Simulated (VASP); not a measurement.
# As (Pmmn) in VASP: a series of runs

As is run at these levels: PBE; tasks: single point, relaxation of cell and atoms.

Everything below comes from runs of VASP 6.6.1. Logs are shortened: lines on timing, memory, paths and dates and some standing lists are left out, and cuts for length are marked.

**1. The cell of the first run**

It takes space group Pmmn (No. 59, orthorhombic). Conventional cell: a = 2.646 Å, b = 4.540 Å, c = 3.395 Å, α = 90.00°, β = 90.00°, γ = 90.00°. As (site symmetry mm2) has 12 As at 2.65 to 3.40 Å within 3.5 Å.

The cell was generated, and may not be a known phase.

**2. Single point, PBE**

The input, INCAR:

```
ALGO     = Normal         # electronic algorithm
EDIFF    = 1E-7           # SCF threshold, eV
ENCUT    = 520            # plane-wave cutoff, eV
GGA      = PE             # functional
ISIF     = 2              # what is computed and relaxed
ISMEAR   = 0              # smearing method
LASPH    = True           # aspherical terms in the spheres
LCHARG   = False          # write CHGCAR
LREAL    = False          # projectors in reciprocal space
LWAVE    = False          # write WAVECAR
NBANDS   = 12             # bands
NELM     = 60             # most SCF steps
PREC     = Accurate       # precision mode
SIGMA    = 0.1            # smearing width, eV
```

The input, KPOINTS:

```
k-points
0
Gamma
  6 4 6
```

The input, POSCAR:

```
As
1.0
    2.6458966445      0.0000000000      0.0000000000
    0.0000000000      4.5402377340      0.0000000000
    0.0000000000      0.0000000000      3.3952183276
As
2
Direct
    0.0000000000      0.0000000000      0.7269868144
    0.5000000000      0.5000000000      0.2730131856
```

Potentials or basis: VASP PAW PBE potentials, release 64 (As).

On the command line:

```
$ cat potpaw_PBE.64/As/POTCAR > POTCAR
$ mpirun -np 1 vasp_std > vasp.out
```

OUTCAR:

```text
EDIFF = 1E-7
   ENCUT = 520
   GGA = PE
   ISIF = 2
   ISMEAR = 0
   LASPH = True
   LREAL = False
   NELM = 60
   PREC = Accurate

 ion  position               nearest neighbor table
   1  0.000  0.000  0.727-
   2  0.500  0.500  0.273-

  LATTYP: Found a simple orthorhombic cell.
 ALAT       =     2.6458966445
 B/A-ratio  =     1.2832014186
 C/A-ratio  =     1.7159543036

  Lattice vectors:

 A1 = (  -2.6458966445,   0.0000000000,   0.0000000000)
 A2 = (   0.0000000000,   0.0000000000,   3.3952183276)
 A3 = (   0.0000000000,   4.5402377340,   0.0000000000)

Analysis of symmetry for initial positions (statically):
=====================================================================
 Subroutine PRICEL returns:
 Original cell was already a primitive cell.

 Routine SETGRP: Setting up the symmetry group for a
 simple orthorhombic supercell.

 Subroutine GETGRP returns: Found  8 space group operations
 (whereof  4 operations were pure point group operations)
 out of a pool of  8 trial point group operations.

The static configuration has the point symmetry C_2v.
 The point group associated with its full space group is D_2h.

Analysis of symmetry for dynamics (positions and initial velocities):
=====================================================================
 Subroutine PRICEL returns:
 Original cell was already a primitive cell.

 Routine SETGRP: Setting up the symmetry group for a
 simple orthorhombic supercell.

 Subroutine GETGRP returns: Found  8 space group operations
 (whereof  4 operations were pure point group operations)
 out of a pool of  8 trial point group operations.

The dynamic configuration has the point symmetry C_2v.
 The point group associated with its full space group is D_2h.

 Subroutine INISYM returns: Found  8 space group operations
 (whereof  4 operations are pure point group operations),
 and found     1 'primitive' translations

----------------------------------------------------------------------------------------

                                     Primitive cell

  volume of cell :      40.7868

  direct lattice vectors                    reciprocal lattice vectors
     2.645896645  0.000000000  0.000000000     0.377943712  0.000000000  0.000000000
     0.000000000  4.540237734  0.000000000     0.000000000  0.220252784  0.000000000
     0.000000000  0.000000000  3.395218328     0.000000000  0.000000000  0.294531869

  length of vectors
[... 90 lines left out ...]
   POTIM  = 0.5000    time-step for ionic-motion
   TEBEG  =    0.0;   TEEND  =   0.0 temperature during run
   PSTRESS=    0.0 pullay stress
   NELECT =      10.0000    total number of electrons
   NUPDOWN=      -1.0000    fix difference up-down
   EMIN   =  10.00;   EMAX   =-10.00  energy-range for DOS
   EFERMI =   0.00;   METHOD = LEGACY
   ISMEAR =     0;   SIGMA  =   0.10  broadening in eV -4-tet -1-fermi 0-gaus
   EFERMI_NEDOS =   21; number of points for ismear=-14 and -15
   IALGO  =     38    algorithm
   IMIX   =      4    mixing-type and parameters
     AMIX     =   0.40;   BMIX     =  1.00
     AMIX_MAG =   1.60;   BMIX_MAG =  1.00
  volume/ion in A,a.u.               =      20.39       137.62
  Fermi-wavevector in a.u.,A,eV,Ry     =   1.024633  1.936276 14.284393  1.049873
  Thomas-Fermi vector in A             =   2.158431
   LORBIT       =      0    0 simple, 1 ext, 2 COOP (PROOUT), +10 PAW based schemes
   GGA     = PE    functional components
   LHFCALC =     F    Hartree Fock is set to
   AEXX    =    0.0000 exact exchange contribution
   IVDW    =     0    specifies the selected vdW correction
   LEPSILON=     F    determine dielectric tensor
   LRPA    =     F    only Hartree local field effects (RPA)
 non-spin polarized calculation
 Gauss-broadening in eV      SIGMA  =   0.10
  energy-cutoff  :      520.00
  volume of cell :       40.79
 maximum number of plane-waves:      1118
 NGX is ok and might be reduce to    20
   NGX =  9   NGY = 17   NGZ = 13

 number of electron      10.0000000 magnetization

 Free energy of the ion-electron system (eV)
  ---------------------------------------------------
  ext. energy  EPLUGINS =         0.00000000
  ---------------------------------------------------
  free energy    TOTEN  =        -8.32535176 eV

  energy without entropy =       -8.32296558  energy(sigma->0) =       -8.32415867

 E-fermi :   5.6398     XC(G=0): -10.4205

 val. band max:        5.5954288259   @ k =   0.0000   0.0000   0.3333
 cond. band min:       5.6997568300   @ k =   0.5000   0.2500   0.5000
 fundamental gap:      0.1043280041
 Fermi energy:         5.6398177670

 k-point     1 :       0.0000    0.0000    0.0000
  band No.  band energies     occupation
      1      -8.9754      2.00000
      2      -4.3108      2.00000
      3       0.1004      2.00000
      4       4.0646      2.00000
      5       8.1477      0.00000
      6       9.7462      0.00000
      7       9.8510      0.00000
      8      10.7529      0.00000
      9      14.1678      0.00000
     10      14.6444      0.00000
     11      15.0167      0.00000
     12      15.3812      0.00000
[... 331 lines left out ...]
 k-point    24 :       0.5000    0.5000    0.1667
  band No.  band energies     occupation
      1      -3.1577      2.00000
      2      -3.1577      2.00000
      3      -0.1612      2.00000
      4      -0.1612      2.00000
      5       6.9920      0.00000
      6       6.9920      0.00000
      7       7.5193      0.00000
      8       7.5193      0.00000
      9      14.4543      0.00000
     10      14.4543      0.00000
     11      15.1426      0.00000
     12      15.1426      0.00000

 [... further k-points ...]

------------------------ aborting loop because EDIFF is reached ----------------------------------------

  FORCE on cell =-STRESS in cart. coord.  units (eV):
  Direction    XX          YY          ZZ          XY          YZ          ZX
  --------------------------------------------------------------------------------------
  -------------------------------------------------------------------------------------
  Total        0.0924355     -0.0082830      0.0342934      0.0000000      0.0000000      0.0000000
  in kB        3.6310331     -0.3253714      1.3471069      0.0000000      0.0000000      0.0000000
  external PRESSURE =       1.5509229 kB  Pullay stress =       0.0000000 kB

 VOLUME and BASIS-vectors are now :
 -----------------------------------------------------------------------------
  energy-cutoff  :      520.00
  volume of cell :       40.79
      direct lattice vectors                 reciprocal lattice vectors
     2.645896645  0.000000000  0.000000000     0.377943712  0.000000000  0.000000000
     0.000000000  4.540237734  0.000000000     0.000000000  0.220252784  0.000000000
     0.000000000  0.000000000  3.395218328     0.000000000  0.000000000  0.294531869

 POSITION                                       TOTAL-FORCE (eV/Angst)
 -----------------------------------------------------------------------------------
      0.00000      0.00000      2.46828         0.000000      0.000000      0.005752
      1.32295      2.27012      0.92694         0.000000      0.000000     -0.005752
 -----------------------------------------------------------------------------------
    total drift:                                0.000000      0.000000      0.000000

  FREE ENERGIE OF THE ION-ELECTRON SYSTEM (eV)
  ---------------------------------------------------
  free  energy   TOTEN  =        -8.3253517616 eV

  energy  without entropy=       -8.3229655798  energy(sigma->0) =       -8.32415867
```

stdout:

```text
POSCAR found type information on POSCAR As
 POSCAR found :  1 types and       2 ions
 scaLAPACK will be used
 LDA part: xc-table for (Slater+PW92), standard interpolation
 POSCAR, INCAR and KPOINTS ok, starting setup
 FFT: planning ... GRIDC
 FFT: planning ... GRID_SOFT
 FFT: planning ... GRID
 WAVECAR not read
 entering main loop
```

Run time: 9.4 s. Hardware: 1 thread of Intel Xeon 6975P-C (Granite Rapids), shared host; peak memory 0.15 GiB.

What came out:

```
Free energy            : -8.3254 eV
Pressure               : 0.2 GPa
Largest force          : 0.006 eV/Å
Band gap on the k mesh : zero (bands 5 and 6 overlap by 5.24 eV)
```

Forces in eV/Å, atoms in the order of the input:
```
As   0.000  0.000  0.006
As   0.000  0.000 -0.006
```

Stress tensor (GPa, compression positive):
```
 0.36  0.00  0.00
 0.00 -0.03  0.00
 0.00  0.00  0.13
```

Levels at points of the mesh, in eV from the Fermi level:
| k point | band 2 | band 3 | band 4 | band 5 | band 6 | band 7 | band 8 | band 9 |
| --- | --- | --- | --- | --- | --- | --- | --- | --- |
| (0.00, 0.00, 0.00) | -9.95 | -5.54 | -1.58 | 2.51 | 4.11 | 4.21 | 5.11 | 8.53 |
| (0.50, 0.00, 0.00) | -9.63 | -3.82 | -3.82 | -0.47 | -0.47 | 2.73 | 2.73 | 8.68 |
| (0.00, 0.50, 0.00) | -13.04 | -0.78 | -0.78 | 0.20 | 0.20 | 6.47 | 6.47 | 6.74 |
| (0.50, 0.50, 0.00) | -9.02 | -6.07 | -6.07 | 2.67 | 2.67 | 2.96 | 2.96 | 8.14 |
| (0.00, 0.00, 0.50) | -11.72 | -3.48 | -3.00 | -2.90 | -1.81 | 6.75 | 7.40 | 11.83 |
| (0.50, 0.00, 0.50) | -8.14 | -5.22 | -5.22 | 0.42 | 0.42 | 0.89 | 0.89 | 5.15 |
| (0.00, 0.50, 0.50) | -11.80 | -6.33 | -6.33 | 3.14 | 3.14 | 7.19 | 7.19 | 8.65 |
| (0.50, 0.50, 0.50) | -7.94 | -4.61 | -4.61 | -1.77 | -1.77 | -0.68 | -0.68 | 9.57 |

Caveat: the k points lie up to 0.40 Å⁻¹ apart, too coarse for converged energies and pressures of a metal.

(Continued in part 2 of 2.)

The gap in the log of VASP goes by the Fermi energy; the results here count the filled bands.